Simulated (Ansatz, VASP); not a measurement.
This is a calculation of SnSe for VASP 6.6.1.

POSCAR

```
SnSe
1.0
    0.0000000000      3.0100000000      3.0100000000
    3.0100000000      0.0000000000      3.0100000000
    3.0100000000      3.0100000000      0.0000000000
Sn Se
1 1
Direct
    0.0000000000      0.0000000000      0.0000000000
    0.5000000000      0.5000000000      0.5000000000
```

File INCAR.step1:

```
SYSTEM = SnSe
PREC     = Accurate       ! precision mode
ENCUT    = 520            ! plane-wave cutoff, eV
EDIFF    = 1E-5           ! SCF threshold, eV
ISMEAR   = -1             ! smearing method
SIGMA    = 0.05           ! smearing width, eV
LREAL    = .False.        ! projectors in reciprocal space
LASPH    = .True.         ! aspherical terms in the spheres
NELM     = 80             ! most SCF steps
ALGO     = Normal         ! electronic algorithm
ISIF     = 2              ! what is computed and relaxed
LWAVE    = .True.         ! write WAVECAR
NBANDS   = 17             ! bands
GGA      = PE             ! functional
```

INCAR.step2

```
SYSTEM = SnSe
PREC     = Accurate       ! precision mode
ENCUT    = 520            ! plane-wave cutoff, eV
EDIFF    = 1E-6           ! SCF threshold, eV
ISMEAR   = -1             ! smearing method
SIGMA    = 0.05           ! smearing width, eV
LREAL    = .False.        ! projectors in reciprocal space
LASPH    = .True.         ! aspherical terms in the spheres
NELM     = 80             ! most SCF steps
ALGO     = Normal         ! electronic algorithm
ISIF     = 2              ! what is computed and relaxed
LWAVE    = .False.        ! write WAVECAR
LCHARG   = .True.         ! write CHGCAR
GGA      = PE             ! functional
LHFCALC  = .True.         ! exact exchange
AEXX     = 0.25           ! exact-exchange fraction
PRECFOCK = Normal       
LELF     = .True.         ! ELF
LVHAR    = .True.       
NBANDS   = 17             ! bands
ISTART   = 1
```

The input KPOINTS:

```
Automatic mesh
0
Gamma
  4 4 4
  0 0 0
```

Potentials or basis: VASP PAW PBE potentials, release 64 (Sn_d, Se).

Launch:

```bash
$ cat potpaw_PBE.64/Sn_d/POTCAR potpaw_PBE.64/Se/POTCAR > POTCAR
$ cp INCAR.step1 INCAR
$ mpirun -np 1 vasp_std > vasp.out
$ cp INCAR.step2 INCAR
$ mpirun -np 1 vasp_std > vasp.out
```

Task: Translate it to Ansatz 0.2.0. Potentials there: all-electron PAW datasets made for the crystal.

Result: As run (the cutoff follows the program's own potentials):

File input.yaml:

```yaml
crystal:
  lattice:
    - [0.0, 3.01, 3.01]
    - [3.01, 0.0, 3.01]
    - [3.01, 3.01, 0.0]
  atoms:
    - { symbol: Sn, position: [0.0, 0.0, 0.0] }
    - { symbol: Se, position: [0.5, 0.5, 0.5] }
kpoints:
  mp_grid: { grid: [4, 4, 4] }
scf:
  occupations: { method: fermi_dirac, width: 0.05 }
hamiltonian:
  xc: pbe0
  pseudopotentials: { kind: all_electron, datasets: crystal }
output:
  forces: true
  stress: true
```

Potentials or basis: all-electron PAW datasets made for the crystal.

The run is started by

```console
$ ansatz run input.yaml --threads 1 --pin off --max-ram 3072MiB --backend cpu --events-out ev --progress --plain --runs-dir out
```

Both were run:

|  | VASP | Ansatz | Ansatz less VASP |
| --- | --- | --- | --- |
| gap on the k mesh at the Fermi level (eV) | 1.05 | 0.92 | -0.132 |
| least direct gap on the mesh (eV) | 1.05 | 0.92 | -0.132 |
| pressure (GPa) | -2.0 | -1.8 | +0.21 |

Ansatz ran all-electron here, and VASP with PAW potentials.

The k mesh is coarse, so the values compare programs but aren't converged. Noted on Ansatz's run: the program warned that the printed levels may be off, so bands, gaps and densities of states are rough.
